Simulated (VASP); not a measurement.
# SiC in VASP: relaxation of the atoms with PBEsol

Aim: the relaxation of the atoms of SiC with PBEsol.

Program: VASP 6.6.1. These are calculated values, not measurements. Logs are shortened: lines on timing, memory, paths and dates and some standing lists are left out, and cuts for length are marked.

**1. The cell of the first run**

The cell holds a slab with vacuum, 6 atoms: a = 3.081 Å, b = 3.081 Å, c = 22.659 Å, α = 90.00°, β = 90.00°, γ = 120.00°.

**2. Relaxation of the atoms, PBEsol**

File INCAR:

```
PREC = Accurate
ENCUT = 520
EDIFF = 1E-7
ISMEAR = 0
SIGMA = 0.05
LREAL = False
LASPH = True
NELM = 100
ALGO = Normal
ISIF = 2
LWAVE = False
LCHARG = False
LDIPOL = True
IDIPOL = 3
DIPOL = 0.5 0.5 0.500
GGA = PS
IBRION = 2
NSW = 90
EDIFFG = -0.03
```

File KPOINTS:

```
regular mesh
0
Gamma
  9 9 1
```

File POSCAR:

```
SiC
1.0
    3.0806203173      0.0000000000      0.0000000000
   -1.5403101587      2.6678954542      0.0000000000
    0.0000000000      0.0000000000     22.6594609016
C Si
3 3
Selective dynamics
Direct
    0.0000000000      0.0000000000      0.3751192509  F F F
    0.3333333333      0.6666666667      0.4861243612  F F F
    0.6666666667      0.3333333333      0.5971294715  T T T
    0.3333333333      0.6666666667      0.4028705285  F F F
    0.6666666667      0.3333333333      0.5138756388  T T T
    0.0000000000      0.0000000000      0.6248807491  T T T
```

Potentials or basis: VASP PAW PBE potentials, release 64 (C, Si).

The run is started by

```
> cat potpaw_PBE.64/C/POTCAR potpaw_PBE.64/Si/POTCAR > POTCAR
> mpirun -np 1 vasp_std > vasp.out
```

OUTCAR:

```text
PREC = Accurate
   ENCUT = 520
   EDIFF = 1E-7
   ISMEAR = 0
   LREAL = False
   LASPH = True
   NELM = 100
   ISIF = 2
   GGA = PS
   IBRION = 2
   NSW = 90
   EDIFFG = -0.03

 ion  position               nearest neighbor table
   1  0.000  0.000  0.375-   4 1.89   4 1.89   4 1.89
   2  0.333  0.667  0.486-   4 1.89   5 1.89   5 1.89   5 1.89
   3  0.667  0.333  0.597-   5 1.89   6 1.89   6 1.89   6 1.89
   4  0.333  0.667  0.403-   2 1.89   1 1.89   1 1.89   1 1.89   5 3.08   5 3.08   5 3.08
   5  0.667  0.333  0.514-   3 1.89   2 1.89   2 1.89   2 1.89   4 3.08   4 3.08   6 3.08   6 3.08
                             6 3.08   4 3.08
   6  0.000  0.000  0.625-   3 1.89   3 1.89   3 1.89   5 3.08   5 3.08   5 3.08

  LATTYP: Found a hexagonal cell.
 ALAT       =     3.0806203173
 C/A-ratio  =     7.3554864176

  Lattice vectors:

 A1 = (   3.0806203173,   0.0000000000,   0.0000000000)
 A2 = (  -1.5403101587,   2.6678954542,   0.0000000000)
 A3 = (   0.0000000000,   0.0000000000,  22.6594609016)

Analysis of symmetry for initial positions (statically):
=====================================================================
 Subroutine PRICEL returns:
 Original cell was already a primitive cell.

 Routine SETGRP: Setting up the symmetry group for a
 hexagonal supercell.

 Subroutine GETGRP returns: Found  6 space group operations
 (whereof  6 operations were pure point group operations)
 out of a pool of 24 trial point group operations.

The static configuration has the point symmetry C_3v.

Analysis of symmetry for dynamics (positions and initial velocities):
=====================================================================
 Subroutine PRICEL returns:
 Original cell was already a primitive cell.

 Routine SETGRP: Setting up the symmetry group for a
 hexagonal supercell.

 Subroutine GETGRP returns: Found  6 space group operations
 (whereof  6 operations were pure point group operations)
 out of a pool of 24 trial point group operations.

The dynamic configuration has the point symmetry C_3v.

Analysis of constrained symmetry for selective dynamics:
=====================================================================
 Subroutine PRICEL returns:
 Original cell was already a primitive cell.

 Routine SETGRP: Setting up the symmetry group for a
 hexagonal supercell.

 Subroutine GETGRP returns: Found  6 space group operations
 (whereof  6 operations were pure point group operations)
 out of a pool of 24 trial point group operations.

The constrained configuration has the point symmetry C_3v.

 Subroutine INISYM returns: Found  6 space group operations
 (whereof  6 operations are pure point group operations),
 and found     1 'primitive' translations

----------------------------------------------------------------------------------------

                                     Primitive cell

  volume of cell :     186.2330

  direct lattice vectors                    reciprocal lattice vectors
     3.080620317  0.000000000  0.000000000     0.324609948  0.187413641  0.000000000
    -1.540310159  2.667895454  0.000000000     0.000000000  0.374827281  0.000000000
     0.000000000  0.000000000 22.659460902     0.000000000  0.000000000  0.044131677

  length of vectors
     3.080620317  3.080620317 22.659460902     0.374827281  0.374827281  0.044131677

  position of ions in fractional coordinates (direct lattice)
     0.000000000  0.000000000  0.375119251
     0.333333333  0.666666667  0.486124361
     0.666666667  0.333333333  0.597129471
     0.333333333  0.666666667  0.402870529
     0.666666667  0.333333333  0.513875639
     0.000000000  0.000000000  0.624880749

  ion indices of the primitive-cell ions
   primitive index   ion index
                 1           1
                 2           2
                 3           3
                 4           4
                 5           5
                 6           6

----------------------------------------------------------------------------------------

 KPOINTS: regular mesh
[... 30 lines left out ...]
  0.111111  0.111111  0.000000      6.000000
  0.222222  0.111111  0.000000     12.000000
  0.333333  0.111111  0.000000     12.000000
  0.444444  0.111111  0.000000      6.000000
  0.222222  0.222222  0.000000      6.000000
  0.333333  0.222222  0.000000     12.000000
  0.333333  0.333333  0.000000      2.000000
   k-points           NKPTS =     12   k-points in BZ     NKDIM =     12   number of bands    NBANDS=     16
   number of dos      NEDOS =    301   number of ions     NIONS =      6
   total plane-waves  NPLWV = 103680
   dimension x,y,z NGX =    24 NGY =   24 NGZ =  180
   dimension x,y,z NGXF=    48 NGYF=   48 NGZF=  360
   ions per type =               3   3
   NGX,Y,Z   is equivalent  to a cutoff of  12.95, 12.95, 13.21 a.u.
   NGXF,Y,Z  is equivalent  to a cutoff of  25.90, 25.90, 26.41 a.u.
 SYSTEM =  unknown system
   PREC   = accura    normal or accurate (medium, high low for compatibility)
   ISTART =      0    job   : 0-new  1-cont  2-samecut
   ICHARG =      2    charge: 1-file 2-atom 10-const
   ISPIN  =      1    spin polarized calculation?
   LNONCOLLINEAR =      F non collinear calculations
   LSORBIT =      F    spin-orbit coupling
   LASPH  =      T    aspherical Exc in radial PAW
   ENCUT  =  520.0 eV  38.22 Ry    6.18 a.u.   5.73  5.73 42.13*2*pi/ulx,y,z
   NELM   =    100;   NELMIN=  2; NELMDL= -5     # of ELM steps
   EDIFF  = 0.1E-06   stopping-criterion for ELM
   LREAL  =      F    real-space projection
   EDIFFG = -.3E-01   stopping-criterion for IOM
   NSW    =     90    number of steps for IOM
   IBRION =      2    ionic relax: 0-MD 1-quasi-New 2-CG
   NFREE  =      1    steps in history (QN), initial steepest desc. (CG)
   ISIF   =      2    stress and relaxation
   ISYM   =      2    0-nonsym 1-usesym 2-fastsym
   POTIM  = 0.5000    time-step for ionic-motion
   TEBEG  =    0.0;   TEEND  =   0.0 temperature during run
   PSTRESS=    0.0 pullay stress
   NELECT =      24.0000    total number of electrons
   NUPDOWN=      -1.0000    fix difference up-down
   EMIN   =  10.00;   EMAX   =-10.00  energy-range for DOS
   EFERMI =   0.00;   METHOD = LEGACY
   ISMEAR =     0;   SIGMA  =   0.05  broadening in eV -4-tet -1-fermi 0-gaus
   EFERMI_NEDOS =   21; number of points for ismear=-14 and -15
   IALGO  =     38    algorithm
   IMIX   =      4    mixing-type and parameters
     AMIX     =   0.40;   BMIX     =  1.00
     AMIX_MAG =   1.60;   BMIX_MAG =  1.00
  volume/ion in A,a.u.               =      31.04       209.46
  Fermi-wavevector in a.u.,A,eV,Ry     =   0.826913  1.562639  9.303457  0.683785
  Thomas-Fermi vector in A             =   1.939027
   LORBIT       =      0    0 simple, 1 ext, 2 COOP (PROOUT), +10 PAW based schemes
   GGA     = PS    functional components
   LHFCALC =     F    Hartree Fock is set to
   AEXX    =    0.0000 exact exchange contribution
   IVDW    =     0    specifies the selected vdW correction
   LEPSILON=     F    determine dielectric tensor
   LRPA    =     F    only Hartree local field effects (RPA)
 conjugate gradient relaxation of ions
 non-spin polarized calculation
 Gauss-broadening in eV      SIGMA  =   0.05
  energy-cutoff  :      520.00
  volume of cell :      186.23
 maximum number of plane-waves:      5028
 NGX is ok and might be reduce to    24
   NGX = 11   NGY = 11   NGZ = 85

 dipolmoment           0.000000      0.000000      0.073719 electrons x Angstroem

--------------------------------------- Ionic step        1  -------------------------------------------

 number of electron      24.0000000 magnetization

 Free energy of the ion-electron system (eV)
  ---------------------------------------------------
  ext. energy  EPLUGINS =         0.00000000
  ---------------------------------------------------
  free energy    TOTEN  =       -43.49929523 eV

  energy without entropy =      -43.49481669  energy(sigma->0) =      -43.49705596

------------------------ aborting loop because EDIFF is reached ----------------------------------------

  FORCE on cell =-STRESS in cart. coord.  units (eV):
  Direction    XX          YY          ZZ          XY          YZ          ZX
  --------------------------------------------------------------------------------------
  -------------------------------------------------------------------------------------
  Total       -0.3620903     -0.3620903      0.0658368      0.0000000      0.0000000     -0.0000000
  in kB       -3.1150923     -3.1150923      0.5663995      0.0000000      0.0000000     -0.0000000
  external PRESSURE =      -1.8879284 kB  Pullay stress =       0.0000000 kB
[... 101 lines left out ...]
  FREE ENERGIE OF THE ION-ELECTRON SYSTEM (eV)
  ---------------------------------------------------
  free  energy   TOTEN  =       -43.5617591584 eV

  energy  without entropy=      -43.5584909379  energy(sigma->0) =      -43.56012505

[... ionic steps 4 to 7 ...]

--------------------------------------- Ionic step        8  -------------------------------------------

 number of electron      24.0000000 magnetization

------------------------ aborting loop because EDIFF is reached ----------------------------------------
[... 75 lines left out ...]
--------------------------------------- Ionic step       10  -------------------------------------------

 number of electron      24.0000000 magnetization

 dipolmoment           0.000000      0.000000     -0.118347 electrons x Angstroem

 Free energy of the ion-electron system (eV)
  ---------------------------------------------------
  ext. energy  EPLUGINS =         0.00000000
  ---------------------------------------------------
  free energy    TOTEN  =       -43.56892259 eV

  energy without entropy =      -43.56538603  energy(sigma->0) =      -43.56715431

 E-fermi :  -0.5455     XC(G=0):  -4.5873

 val. band max:       -0.5876840888   @ k =   0.4444   0.1111   0.0000
 cond. band min:      -0.5377224957   @ k =   0.2222   0.2222   0.0000
 fundamental gap:      0.0499615931
 Fermi energy:        -0.5454714688

 k-point     1 :       0.0000    0.0000    0.0000
  band No.  band energies     occupation
      1     -16.9907      2.00000
      2     -15.5518      2.00000
      3     -13.2745      2.00000
      4      -8.9125      2.00000
      5      -5.6239      2.00000
      6      -3.3241      2.00000
[... 207 lines left out ...]
      5      -9.0266      2.00000
      6      -8.1165      2.00000
[... 8 lines left out ...]
     15       3.1704      0.00000
     16       3.8744      0.00000

------------------------ aborting loop because EDIFF is reached ----------------------------------------

 vacuum level on the upper side and lower side of the slab       (xc-potential included)        -1.288         1.254

  FORCE on cell =-STRESS in cart. coord.  units (eV):
  Direction    XX          YY          ZZ          XY          YZ          ZX
  --------------------------------------------------------------------------------------
  -------------------------------------------------------------------------------------
  Total        0.4000008      0.4000008      0.3235665     -0.0000000     -0.0000000      0.0000000
  in kB        3.4412394      3.4412394      2.7836691     -0.0000000     -0.0000000      0.0000000
  external PRESSURE =       3.2220493 kB  Pullay stress =       0.0000000 kB
[... 21 lines left out ...]
  FREE ENERGIE OF THE ION-ELECTRON SYSTEM (eV)
  ---------------------------------------------------
  free  energy   TOTEN  =       -43.5689225888 eV

  energy  without entropy=      -43.5653860338  energy(sigma->0) =      -43.56715431

 reached required accuracy - stopping structural energy minimisation

 vacuum level on the upper side and lower side of the slab         3.476         6.075
```

Wall time 7.4 min (1 thread of Intel Xeon Platinum 8259CL at 2.50GHz (Skylake/Cascade Lake), shared host); peak memory 0.32 GiB.

What came out:

```
Free energy               : -43.5689 eV
Energy gained by relaxing : 11.6 meV/atom
Ionic steps               : 10
Band gap on the k mesh    : zero (bands 12 and 13 overlap by 0.14 eV)
```

Step by step:
```csv
step,energy change (eV),largest force on free atoms (eV/Å),pressure (GPa)
1,0.0000,1.2276,-0.19
2,-0.0624,0.2813,-0.03
3,-0.0625,0.2943,-0.04
4,-0.0666,0.1334,0.05
5,-0.0671,0.0859,0.09
6,-0.0679,0.0777,0.13
7,-0.0694,0.0512,0.26
8,-0.0695,0.0402,0.32
9,-0.0696,0.0372,0.33
10,-0.0696,0.0075,0.32
```

Final structure:
```
C Si
1.0
     3.08062    0.00000    0.00000
    -1.54031    2.66790    0.00000
     0.00000    0.00000   22.65946
C Si
3 3
Cartesian
  0.0000 0.0000 8.5000
  0.0000 1.7786 11.0153
  1.5403 0.8893 13.5679
  0.0000 1.7786 9.1288
  1.5403 0.8893 11.5955
  0.0000 0.0000 14.0751
```

Caveat: the PAW data sets were made with another functional, which shifts forces and pressure a little.

The gap in the log of VASP goes by the Fermi energy; the results here count the filled bands.